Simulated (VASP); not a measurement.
Input of a VASP 6.6.1 run:

File INCAR:

```
ALGO     = Normal         # electronic algorithm
EDIFF    = 1E-6           # SCF threshold, eV
ENCUT    = 520            # plane-wave cutoff, eV
GGA      = PE             # functional
ISIF     = 2              # what is computed and relaxed
ISMEAR   = 0              # smearing method
LASPH    = True           # aspherical terms in the spheres
LCHARG   = False          # write CHGCAR
LREAL    = False          # projectors in reciprocal space
LWAVE    = False          # write WAVECAR
NBANDS   = 18             # bands
NELM     = 60             # most SCF steps
PREC     = Accurate       # precision mode
SIGMA    = 0.05           # smearing width, eV
```

The input KPOINTS:

```
k-points
0
Gamma
  8 8 8
```

Contents of POSCAR:

```
HfO2
1.0
    0.0000000000      2.5575019374      2.5575019374
    2.5575019374      0.0000000000      2.5575019374
    2.5575019374      2.5575019374      0.0000000000
Hf O
1 2
Direct
    0.0000000000      0.0000000000      0.0000000000
    0.2500000000      0.2500000000      0.2500000000
    0.7500000000      0.7500000000      0.7500000000
```

Potentials or basis: VASP PAW PBE potentials, release 64 (Hf_pv, O).

Command:

```console
$ cat potpaw_PBE.64/Hf_pv/POTCAR potpaw_PBE.64/O/POTCAR > POTCAR
$ mpirun -np 1 vasp_std > vasp.out
```

Task: What does it give for the band gap on the k mesh?

Result: 3.73 eV.

Task: Predict the pressure.

Result: -6.0 GPa.

Caveat: the cell stands under tension; spin-orbit coupling is left out, which moves the levels of the heavy elements. A k mesh can miss the band edges.
